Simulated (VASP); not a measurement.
A run of VASP 6.6.1 is set up as follows.

INCAR

```
PREC = Accurate
ENCUT = 600
EDIFF = 1E-7
ISMEAR = 0
SIGMA = 0.1
LREAL = False
LASPH = True
NELM = 80
ALGO = Fast
ISIF = 3
LWAVE = False
LCHARG = False
GGA = PE
IBRION = 2
NSW = 90
EDIFFG = -0.04
```

The input KPOINTS:

```
regular mesh
0
Gamma
  2 2 6
```

The input POSCAR:

```
In
1.0
    7.7244395200      0.0000000000      0.0000000000
    0.0000000000      7.7244395200      0.0000000000
    0.0000000000      0.0000000000      2.8324322000
In
6
Direct
    0.1767953900      0.3232046100      0.0000000000
    0.3232046100      0.8232046100      0.0000000000
    0.8232046100      0.6767953900      0.0000000000
    0.6767953900      0.1767953900      0.0000000000
    0.0000000000      0.0000000000      0.0000000000
    0.5000000000      0.5000000000      0.0000000000
```

Potentials or basis: VASP PAW PBE potentials, release 64 (In_d).

Command:

```console
$ cat potpaw_PBE.64/In_d/POTCAR > POTCAR
$ mpirun -np 1 vasp_std > vasp.out
```

(1) What does it give for the relaxed volume?

(2) Predict the band gap on the k mesh.

(3) What does it give for the space group after relaxing (to 0.1 Å)?

Answers

(1) 30.91 Å³/atom.

(2) zero (bands 39 and 40 overlap by 1.97 eV).

(3) P4/mbm (No. 127).

Caveat: the k points lie up to 0.41 Å⁻¹ apart in the final cell, too coarse for converged energies and pressures of a metal; spin-orbit coupling is left out, which moves the levels of the heavy elements.
